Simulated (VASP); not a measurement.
# PbSe in VASP: further runs

Aim: see how the results for PbSe move with the level of theory and the settings. Levels: r2SCANh, PBEsol+D4, PBE. Tasks: single point.

All numbers are computed with VASP 6.6.1; they aren't measurements. Logs are shortened: lines on timing, memory, paths and dates and some standing lists are left out, and cuts for length are marked.

## (1) The cell of the first run

Symmetry: Fm-3m, No. 225, cubic system. Conventional cell: a = 6.080 Å, b = 6.080 Å, c = 6.080 Å, α = 90.00°, β = 90.00°, γ = 90.00°. Within 4.0 Å of Pb (site symmetry m-3m) lie 6 Se at 3.04 Å. Se (site symmetry m-3m) has 6 Pb at 3.04 Å within 4.0 Å.

## (2) Single point, r2SCANh

Contents of POSCAR:

```
PbSe
1.0
    0.0000000000      3.0401081059      3.0401081059
    3.0401081059      0.0000000000      3.0401081059
    3.0401081059      3.0401081059      0.0000000000
Pb Se
1 1
Direct
    0.0000000000      0.0000000000      0.0000000000
    0.5000000000      0.5000000000      0.5000000000
```

Contents of INCAR.step1:

```
ALGO = Normal
EDIFF = 1E-5
ENCUT = 520
GGA = PE
ISIF = 2
ISMEAR = -1
LASPH = T
LCHARG = F
LREAL = F
LWAVE = T
NBANDS = 17
NELM = 80
PREC = Accurate
SIGMA = 0.05
```

Contents of INCAR.step2:

```
AEXX = 0.1
ALGO = Normal
EDIFF = 1E-7
ENCUT = 520
ISIF = 2
ISMEAR = -1
ISTART = 1
LASPH = T
LCHARG = F
LHFCALC = T
LMIXTAU = T
LREAL = F
LWAVE = F
METAGGA = R2SCAN
NBANDS = 17
NELM = 80
PREC = Accurate
PRECFOCK = Normal
SIGMA = 0.05
```

Contents of KPOINTS:

```
k-points
0
Gamma
  4 4 4
```

Potentials or basis: VASP PAW PBE potentials, release 64 (Pb_d, Se).

Launch:

```sh
$ cat potpaw_PBE.64/Pb_d/POTCAR potpaw_PBE.64/Se/POTCAR > POTCAR
$ cp INCAR.step1 INCAR
$ mpirun -np 1 vasp_std > vasp.out
$ cp INCAR.step2 INCAR
$ mpirun -np 1 vasp_std > vasp.out
```

OUTCAR:

```text
AEXX = 0.1
   EDIFF = 1E-7
   ENCUT = 520
   ISIF = 2
   ISMEAR = -1
   ISTART = 1
   LASPH = T
   LHFCALC = T
   LREAL = F
   METAGGA = R2SCAN
   NELM = 80
   PREC = Accurate
   PRECFOCK = Normal

 ion  position               nearest neighbor table
   1  0.000  0.000  0.000-   2 3.04   2 3.04   2 3.04   2 3.04   2 3.04   2 3.04
   2  0.500  0.500  0.500-   1 3.04   1 3.04   1 3.04   1 3.04   1 3.04   1 3.04

  LATTYP: Found a face centered cubic cell.
 ALAT       =     6.0802162118

  Lattice vectors:

 A1 = (   0.0000000000,   3.0401081059,   3.0401081059)
 A2 = (   3.0401081059,   0.0000000000,   3.0401081059)
 A3 = (   3.0401081059,   3.0401081059,   0.0000000000)

Analysis of symmetry for initial positions (statically):
=====================================================================
 Subroutine PRICEL returns:
 Original cell was already a primitive cell.

 Routine SETGRP: Setting up the symmetry group for a
 face centered cubic supercell.

 Subroutine GETGRP returns: Found 48 space group operations
 (whereof 48 operations were pure point group operations)
 out of a pool of 48 trial point group operations.

The static configuration has the point symmetry O_h .

Analysis of symmetry for dynamics (positions and initial velocities):
=====================================================================
 Subroutine PRICEL returns:
 Original cell was already a primitive cell.

 Routine SETGRP: Setting up the symmetry group for a
 face centered cubic supercell.

 Subroutine GETGRP returns: Found 48 space group operations
 (whereof 48 operations were pure point group operations)
 out of a pool of 48 trial point group operations.

The dynamic configuration has the point symmetry O_h .

 Subroutine INISYM returns: Found 48 space group operations
 (whereof 48 operations are pure point group operations),
 and found     1 'primitive' translations

----------------------------------------------------------------------------------------

                                     Primitive cell

  volume of cell :      56.1949

  direct lattice vectors                    reciprocal lattice vectors
     0.000000000  3.040108106  3.040108106    -0.164467836  0.164467836  0.164467836
     3.040108106  0.000000000  3.040108106     0.164467836 -0.164467836  0.164467836
     3.040108106  3.040108106  0.000000000     0.164467836  0.164467836 -0.164467836

  length of vectors
     4.299362114  4.299362114  4.299362114     0.284866647  0.284866647  0.284866647

  position of ions in fractional coordinates (direct lattice)
     0.000000000  0.000000000  0.000000000
     0.500000000  0.500000000  0.500000000

  ion indices of the primitive-cell ions
   primitive index   ion index
                 1           1
                 2           2

----------------------------------------------------------------------------------------

 KPOINTS: k-points

Automatic generation of k-mesh.
 Grid dimensions read from file:
 generate k-points for:    4    4    4

 Generating k-lattice:

  Cartesian coordinates                     Fractional coordinates (reciprocal lattice)
    -0.041116959  0.041116959  0.041116959     0.250000000  0.000000000  0.000000000
     0.041116959 -0.041116959  0.041116959     0.000000000  0.250000000  0.000000000
     0.041116959  0.041116959 -0.041116959     0.000000000  0.000000000  0.250000000

  Length of vectors
     0.071216662  0.071216662  0.071216662

  Shift w.r.t. Gamma in fractional coordinates (k-lattice)
     0.000000000  0.000000000  0.000000000

 Subroutine IBZKPT returns following result:
 ===========================================

 Found      8 irreducible k-points:

 Following reciprocal coordinates:
            Coordinates               Weight
  0.000000  0.000000  0.000000      1.000000
  0.250000  0.000000  0.000000      8.000000
  0.500000  0.000000  0.000000      4.000000
  0.250000  0.250000  0.000000      6.000000
  0.500000  0.250000  0.000000     24.000000
 -0.250000  0.250000  0.000000     12.000000
  0.500000  0.500000  0.000000      3.000000
 -0.250000  0.500000  0.250000      6.000000
   k-points           NKPTS =      8   k-points in BZ     NKDIM =     64   number of bands    NBANDS=     17
   number of dos      NEDOS =    301   number of ions     NIONS =      2
   total plane-waves  NPLWV =  32768
   dimension x,y,z NGX =    32 NGY =   32 NGZ =   32
   dimension x,y,z NGXF=    64 NGYF=   64 NGZF=   64
   ions per type =               1   1
   NGX,Y,Z   is equivalent  to a cutoff of  12.37, 12.37, 12.37 a.u.
   NGXF,Y,Z  is equivalent  to a cutoff of  24.75, 24.75, 24.75 a.u.
 SYSTEM =  unknown system
   PREC   = accura    normal or accurate (medium, high low for compatibility)
   ISTART =      1    job   : 0-new  1-cont  2-samecut
   ICHARG =      0    charge: 1-file 2-atom 10-const
   ISPIN  =      1    spin polarized calculation?
   LNONCOLLINEAR =      F non collinear calculations
   LSORBIT =      F    spin-orbit coupling
   LASPH  =      T    aspherical Exc in radial PAW
   ENCUT  =  520.0 eV  38.22 Ry    6.18 a.u.   7.99  7.99  7.99*2*pi/ulx,y,z
   NELM   =     80;   NELMIN=  2; NELMDL=  0     # of ELM steps
   EDIFF  = 0.1E-06   stopping-criterion for ELM
   LREAL  =      F    real-space projection
   EDIFFG = 0.1E-05   stopping-criterion for IOM
   NSW    =      0    number of steps for IOM
   IBRION =     -1    ionic relax: 0-MD 1-quasi-New 2-CG
   NFREE  =      0    steps in history (QN), initial steepest desc. (CG)
   ISIF   =      2    stress and relaxation
   ISYM   =      3    0-nonsym 1-usesym 2-fastsym
   POTIM  = 0.5000    time-step for ionic-motion
   TEBEG  =    0.0;   TEEND  =   0.0 temperature during run
   PSTRESS=    0.0 pullay stress
   NELECT =      20.0000    total number of electrons
   NUPDOWN=      -1.0000    fix difference up-down
   EMIN   =  10.00;   EMAX   =-10.00  energy-range for DOS
   EFERMI =   0.00;   METHOD = LEGACY
   ISMEAR =    -1;   SIGMA  =   0.05  broadening in eV -4-tet -1-fermi 0-gaus
   EFERMI_NEDOS =   21; number of points for ismear=-14 and -15
   IALGO  =     38    algorithm
   IMIX   =      1    mixing-type and parameters
     AMIX     =   0.40;   BMIX     =  1.00
     AMIX_MAG =   1.60;   BMIX_MAG =  1.00
  volume/ion in A,a.u.               =      28.10       189.61
  Fermi-wavevector in a.u.,A,eV,Ry     =   1.160163  2.192391 18.313156  1.345979
  Thomas-Fermi vector in A             =   2.296749
   LORBIT       =      0    0 simple, 1 ext, 2 COOP (PROOUT), +10 PAW based schemes
   METAGGA = R2SCAN    functional components
   LHFCALC =     T    Hartree Fock is set to
   PRECFOCK=normal    Normal, Fast or Accurate (Low or Medium for compatibility)
   ENCUT4O =  -1.0   cutoff for four orbital integrals eV
   NKREDX  =     1    reduce k-point grid by
   NKREDY  =     1    reduce k-point grid by
   NKREDZ  =     1    reduce k-point grid by
   AEXX    =    0.1000 exact exchange contribution
   HFSCREEN=    0.0000 screening length (either q_TF or 0.3 A-1)
   HFSCREENC=   0.0000 screening length for correlation (either q_TF or 0.3 A-1)
   ENCUTFOCK=  -1.0 apply spherical cutoff to Coloumb kernel
   IVDW    =     0    specifies the selected vdW correction
   LEPSILON=     F    determine dielectric tensor
   LRPA    =     F    only Hartree local field effects (RPA)
 non-spin polarized calculation
  energy-cutoff  :      520.00
  volume of cell :       56.19
 maximum number of plane-waves:      1540
  NGX = 24; NGY = 24; NGZ = 24

 number of electron      20.0000005 magnetization

 Free energy of the ion-electron system (eV)
  ---------------------------------------------------
  ext. energy  EPLUGINS =         0.00000000
  ---------------------------------------------------
  free energy    TOTEN  =       -66.75553956 eV

  energy without entropy =      -66.75552335  energy(sigma->0) =      -66.75553145

 E-fermi :   5.4221     XC(G=0):  -9.2834

 val. band max:        4.9749012385   @ k =   0.5000   0.0000   0.0000
 cond. band min:       5.8693600388   @ k =   0.5000   0.0000   0.0000
 fundamental gap:      0.8944588003
 Fermi energy:         5.4221305195

 k-point     1 :       0.0000    0.0000    0.0000
  band No.  band energies     occupation
      1     -13.2219      2.00000
      2     -13.2219      2.00000
      3     -13.2185      2.00000
      4     -13.2185      2.00000
      5     -13.2185      2.00000
      6      -9.9273      2.00000
      7      -1.5410      2.00000
      8       2.6961      2.00000
      9       2.6961      2.00000
     10       2.6961      2.00000
     11      10.5835      0.00000
     12      10.5835      0.00000
     13      10.5835      0.00000
     14      12.3436      0.00000
     15      12.3436      0.00000
     16      12.3436      0.00000
     17      14.0043      0.00000

 k-point     2 :       0.2500    0.0000    0.0000
  band No.  band energies     occupation
      1     -13.2369      2.00000
      2     -13.2369      2.00000
      3     -13.2170      2.00000
      4     -13.2013      2.00000
      5     -13.2013      2.00000
      6      -9.4331      2.00000
      7      -3.1263      2.00000
      8       2.8811      2.00000
      9       2.8811      2.00000
     10       3.8204      2.00000
     11       7.8111      0.00000
     12       8.5661      0.00000
     13       8.5661      0.00000
     14      12.3645      0.00000
     15      13.6404      0.00000
     16      13.6404      0.00000
     17      17.4005      0.00000

 k-point     3 :       0.5000    0.0000    0.0000
  band No.  band energies     occupation
      1     -13.2523      2.00000
      2     -13.2523      2.00000
      3     -13.2163      2.00000
      4     -13.1835      2.00000
      5     -13.1835      2.00000
      6      -8.7331      2.00000
      7      -4.5851      2.00000
      8       3.1468      2.00000
      9       3.1468      2.00000
     10       4.9749      1.99974
     11       5.8694      0.00026
     12       7.2410      0.00000
     13       7.2410      0.00000
     14      14.5886      0.00000
     15      16.1933      0.00000
     16      16.1933      0.00000
     17      16.2429      0.00000

 k-point     4 :       0.2500    0.2500    0.0000
  band No.  band energies     occupation
      1     -13.2832      2.00000
      2     -13.2283      2.00000
      3     -13.2117      2.00000
      4     -13.1952      2.00000
      5     -13.1952      2.00000
      6      -9.2420      2.00000
      7      -2.8727      2.00000
      8       1.9210      2.00000
      9       1.9210      2.00000
     10       3.1119      2.00000
     11       8.0635      0.00000
     12      10.2124      0.00000
     13      10.6234      0.00000
     14      10.6234      0.00000
     15      15.6002      0.00000
     16      15.6561      0.00000
     17      15.6564      0.00000

 k-point     5 :       0.5000    0.2500    0.0000
  band No.  band energies     occupation
      1     -13.3153      2.00000
      2     -13.2254      2.00000
      3     -13.2199      2.00000
      4     -13.1882      2.00000
      5     -13.1786      2.00000
      6      -8.5240      2.00000
      7      -3.8900      2.00000
      8       0.9003      2.00000
      9       1.9817      2.00000
     10       2.5634      2.00000
     11       8.6212      0.00000
     12       9.4052      0.00000
     13      10.2656      0.00000
     14      11.7409      0.00000
     15      16.2377      0.00000
     16      16.8048      0.00000
     17      17.5031      0.00000

 k-point     6 :      -0.2500    0.2500    0.0000
  band No.  band energies     occupation
      1     -13.2708      2.00000
      2     -13.2421      2.00000
      3     -13.2073      2.00000
      4     -13.1961      2.00000
      5     -13.1932      2.00000
      6      -8.7804      2.00000
      7      -3.9111      2.00000
      8       0.9464      2.00000
      9       3.0065      2.00000
     10       4.1167      2.00000
     11       6.9950      0.00000
     12       7.7564      0.00000
     13      10.2339      0.00000
     14      14.0077      0.00000
     15      14.0261      0.00000
     16      15.5533      0.00000
     17      16.5492      0.00000

 k-point     7 :       0.5000    0.5000    0.0000
  band No.  band energies     occupation
      1     -13.3824      2.00000
      2     -13.2381      2.00000
      3     -13.2015      2.00000
      4     -13.1703      2.00000
      5     -13.1703      2.00000
      6      -8.2844      2.00000
      7      -2.8771      2.00000
      8      -0.6474      2.00000
      9       1.2393      2.00000
     10       1.2393      2.00000
     11       9.3007      0.00000
     12      11.6040      0.00000
     13      11.6040      0.00000
     14      12.1090      0.00000
     15      17.4158      0.00000
     16      18.0973      0.00000
     17      18.7596      0.00000

 k-point     8 :      -0.2500    0.5000    0.2500
  band No.  band energies     occupation
      1     -13.3381      2.00000
      2     -13.2256      2.00000
      3     -13.2054      2.00000
      4     -13.2054      2.00000
      5     -13.1703      2.00000
      6      -8.2575      2.00000
      7      -3.6535      2.00000
      8       0.1707      2.00000
      9       0.1707      2.00000
     10       3.9726      2.00000
     11       7.5336      0.00000
     12      10.7852      0.00000
     13      10.7852      0.00000
     14      13.7450      0.00000
     15      13.7450      0.00000
     16      18.1008      0.00000
     17      18.7756      0.00000

------------------------ aborting loop because EDIFF is reached ----------------------------------------

  FORCE on cell =-STRESS in cart. coord.  units (eV):
  Direction    XX          YY          ZZ          XY          YZ          ZX
  --------------------------------------------------------------------------------------
  -------------------------------------------------------------------------------------
  Total        0.8729159      0.8729159      0.8729159     -0.0000000      0.0000000     -0.0000000
  in kB       24.8877653     24.8877653     24.8877653     -0.0000000      0.0000000     -0.0000000
  external PRESSURE =      24.8877653 kB  Pullay stress =       0.0000000 kB

 VOLUME and BASIS-vectors are now :
 -----------------------------------------------------------------------------
  energy-cutoff  :      520.00
  volume of cell :       56.19
      direct lattice vectors                 reciprocal lattice vectors
     0.000000000  3.040108106  3.040108106    -0.164467836  0.164467836  0.164467836
     3.040108106  0.000000000  3.040108106     0.164467836 -0.164467836  0.164467836
     3.040108106  3.040108106  0.000000000     0.164467836  0.164467836 -0.164467836

 POSITION                                       TOTAL-FORCE (eV/Angst)
 -----------------------------------------------------------------------------------
      0.00000      0.00000      0.00000        -0.000000      0.000000      0.000000
      3.04011      3.04011      3.04011         0.000000     -0.000000     -0.000000
 -----------------------------------------------------------------------------------
    total drift:                                0.000000     -0.000000     -0.000000

  FREE ENERGIE OF THE ION-ELECTRON SYSTEM (eV)
  ---------------------------------------------------
  free  energy   TOTEN  =       -66.7555395594 eV

  energy  without entropy=      -66.7555233466  energy(sigma->0) =      -66.75553145
```

It took 22 min on 1 thread of Intel Xeon 8259CL, shared host; peak memory 0.2 GiB.

What came out:

```
Free energy            : -66.7555 eV
Pressure               : 2.5 GPa
Band gap on the k mesh : 0.89 eV
```

Levels at points of the mesh, in eV from the valence-band top:
| k point | band 7 | band 8 | band 9 | band 10 | band 11 | band 12 | band 13 | band 14 |
| --- | --- | --- | --- | --- | --- | --- | --- | --- |
| (0.00, 0.00, 0.00) | -6.52 | -2.28 | -2.28 | -2.28 | 5.61 | 5.61 | 5.61 | 7.37 |
| (0.50, 0.00, 0.00) | -9.56 | -1.83 | -1.83 | 0.00 | 0.89 | 2.27 | 2.27 | 9.61 |
| (0.50, 0.50, 0.00) | -7.85 | -5.62 | -3.74 | -3.74 | 4.33 | 6.63 | 6.63 | 7.13 |

Caveat: the k points lie up to 0.45 Å⁻¹ apart; the PAW data sets were made with another functional, which shifts forces and pressure a little; spin-orbit coupling is left out, which moves the levels of the heavy elements. A k mesh can miss the band edges.

## (3) Single point, r2SCANh

This run uses another cell than the first one, of 28.67 Å³/atom.

Contents of POSCAR:

```
PbSe
1.0
    0.0000000000      3.0606500000      3.0606500000
    3.0606500000      0.0000000000      3.0606500000
    3.0606500000      3.0606500000      0.0000000000
Pb Se
1 1
Direct
    0.0000000000      0.0000000000      0.0000000000
    0.5000000000      0.5000000000      0.5000000000
```

Contents of INCAR.step1:

```
ALGO = Normal ; EDIFF = 1E-5
ENCUT = 520 ; GGA = PE
ISIF = 2 ; ISMEAR = -1
LASPH = True ; LCHARG = False
LREAL = False ; LWAVE = True
NBANDS = 17 ; NELM = 60
PREC = Accurate ; SIGMA = 0.05
```

Contents of INCAR.step2:

```
AEXX = 0.1 ; ALGO = Normal
EDIFF = 1E-6 ; ENCUT = 520
ISIF = 2 ; ISMEAR = -1
ISTART = 1 ; LASPH = True
LCHARG = False ; LHFCALC = True
LMIXTAU = True ; LREAL = False
LWAVE = False ; METAGGA = R2SCAN
NBANDS = 17 ; NELM = 60
PREC = Accurate ; PRECFOCK = Normal
SIGMA = 0.05
```

KPOINTS is that of step 2.

Potentials or basis: VASP PAW PBE potentials, release 64 (Pb_d, Se).

Launch:

```sh
$ cat potpaw_PBE.64/Pb_d/POTCAR potpaw_PBE.64/Se/POTCAR > POTCAR
$ cp INCAR.step1 INCAR
$ mpirun -np 1 vasp_std > vasp.out
$ cp INCAR.step2 INCAR
$ mpirun -np 1 vasp_std > vasp.out
```

Run time: 30 min. Hardware: 1 thread of Intel Xeon 8259CL, shared host; peak memory 0.21 GiB.

Results (log left out):

```
Free energy            : -66.7692 eV
Pressure               : 1.3 GPa
Band gap on the k mesh : 0.97 eV
```

Levels at points of the mesh, in eV from the valence-band top:
| k point | band 6 | band 7 | band 8 | band 9 | band 10 | band 11 | band 12 | band 13 | band 14 | band 15 |
| --- | --- | --- | --- | --- | --- | --- | --- | --- | --- | --- |
| (0.00, 0.00, 0.00) | -14.69 | -6.53 | -2.15 | -2.15 | -2.15 | 5.59 | 5.59 | 5.59 | 7.44 | 7.44 |
| (0.50, 0.00, 0.00) | -13.55 | -9.41 | -1.72 | -1.72 | 0.00 | 0.97 | 2.34 | 2.34 | 9.61 | 11.24 |
| (0.50, 0.50, 0.00) | -13.13 | -7.79 | -5.41 | -3.57 | -3.57 | 4.44 | 6.57 | 6.57 | 7.06 | 12.42 |

Caveat: the k points lie up to 0.44 Å⁻¹ apart; the PAW data sets were made with another functional, which shifts forces and pressure a little; spin-orbit coupling is left out, which moves the levels of the heavy elements.

[end of part 1 of 2]
